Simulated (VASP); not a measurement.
Write the native input for VASP 6.6.1 that does the following.

| Item | Value |
| --- | --- |
| Task | electric field gradients |
| Functional | PBE |
| Potentials or basis | VASP PAW PBE potentials, release 64 (Hf_pv, C) |
| Cutoff | 520 eV |
| k mesh | 11 × 11 × 11 |
| Occupations | fermi-dirac, width 0.08 eV |
| Spin | no spin polarisation |
| Dipole correction | no |
| Further INCAR settings | ALGO = Normal; EDIFF = 1e-08; NBANDS = 14 |

The structure of HfC (zincblende type) lies in POSCAR:

```
HfC
1.0
    0.0000000000      2.5220204587      2.5220204587
    2.5220204587      0.0000000000      2.5220204587
    2.5220204587      2.5220204587      0.0000000000
Hf C
1 1
Direct
    0.0000000000      0.0000000000      0.0000000000
    0.2500000000      0.2500000000      0.2500000000
```

The input as run:

INCAR

```
PREC = Accurate ; ENCUT = 520
EDIFF = 1E-8 ; ISMEAR = -1
SIGMA = 0.08 ; LREAL = False
LASPH = True ; NELM = 80
ALGO = Normal ; ISIF = 2
LWAVE = False ; LCHARG = False
GGA = PE ; LEFG = True
NBANDS = 14
```

KPOINTS

```
regular mesh
0
Gamma
  11 11 11
```

Potentials or basis: VASP PAW PBE potentials, release 64 (Hf_pv, C).

The run is started by

```bash
$ cat potpaw_PBE.64/Hf_pv/POTCAR potpaw_PBE.64/C/POTCAR > POTCAR
$ mpirun -np 1 vasp_std > vasp.out
```

Results of the run:

```json
{
 "Pressure": "-0.4 GPa",
 "Band gap on the k mesh": "0.51 eV, indirect (least direct gap 0.53 eV)"
}
```

Caveat: without QUAD_EFG the Cq values of the log hold for a quadrupole moment of 1 mb, not for the nuclei; spin-orbit coupling is left out, which moves the levels of the heavy elements.

Run time: 17 s on 1 thread of AMD EPYC 9R45 96-Core Processor (Zen 5) (shared host), peak memory 0.14 GiB.
